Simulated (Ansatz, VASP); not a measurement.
**Eu: VASP beside Ansatz**

Contents of INCAR:

```
SYSTEM = Eu
ALGO     = Normal         ! electronic algorithm
EDIFF    = 1E-6           ! SCF threshold, eV
ENCUT    = 520            ! plane-wave cutoff, eV
GGA      = PE             ! functional
ISIF     = 2              ! what is computed and relaxed
ISMEAR   = -1             ! smearing method
ISPIN    = 2              ! spin polarisation
LASPH    = .True.         ! aspherical terms in the spheres
LCHARG   = .False.        ! write CHGCAR
LMAXMIX  = 6              ! l up to which the mixer works
LORBIT   = 11             ! projections on sites
LREAL    = .False.        ! projectors in reciprocal space
LWAVE    = .False.        ! write WAVECAR
MAGMOM   = 7.02           ! initial moments
NBANDS   = 18             ! bands
NELM     = 150            ! most SCF steps
PREC     = Accurate       ! precision mode
SIGMA    = 0.05           ! smearing width, eV
```

File KPOINTS:

```
k-points
0
Gamma
  6 6 6
  0 0 0
```

POSCAR

```
Eu
1.0
   -2.1939508085      2.1939508085      2.1939508085
    2.1939508085     -2.1939508085      2.1939508085
    2.1939508085      2.1939508085     -2.1939508085
Eu
1
Direct
    0.0000000000      0.0000000000      0.0000000000
```

Input for Ansatz:

```yaml
crystal:
  lattice:
    - [-2.1939508085, 2.1939508085, 2.1939508085]
    - [2.1939508085, -2.1939508085, 2.1939508085]
    - [2.1939508085, 2.1939508085, -2.1939508085]
  atoms:
    - { symbol: Eu, position: [0.0, 0.0, 0.0], spin: 7.02 }
hamiltonian:
  xc: pbe
  pseudopotentials:
    kind: paw
    azcp:
      Eu: "pseudopotentials/Eu.paw.azcp"
basis:
  ecutwfc: 420
  fft_grid_basis: typed
kpoints:
  mp_grid: { grid: [6, 6, 6], shift: [0, 0, 0] }
magnetization:
  spin_polarized: true
scf:
  occupations: { method: fermi_dirac, width: 0.05 }
  lower_state_search: "off"
output:
  stress: true
  write_density: true
  write_potential: true
  elf: true
  volumetric_format: npy
```

Alike in both runs: task single point; functional PBE; k mesh 6 × 6 × 6; occupations fermi-dirac, width 0.05 eV; collinear spin.

|  | VASP | Ansatz |
| --- | --- | --- |
| version | VASP 6.6.1 | Ansatz 0.2.0 |
| potentials or method | VASP PAW PBE potentials, release 64 (Eu), cutoff 520 eV | plane waves (420 eV) with PAW, scalar-relativistic |
| valence electrons in the cell | 17 | 17 |

Ansatz gave:

| Quantity | Value |
| --- | --- |
| pressure (GPa) | -0.1 |
| net moment per atom (μB) | 7.41 |
| size of the moment on the site where the two differ most (μB) | 7.09 |

Task: Estimate VASP's values.

Result: Pressure (GPa): -0.3; net moment per atom (μB): 7.40; size of the moment on the site where the two differ most (μB): 6.70.

Site moments also hang on the region over which each program counts them. The functional is the same, so the differences come from potentials, cutoffs and numerics.

Spin-orbit coupling is off throughout.
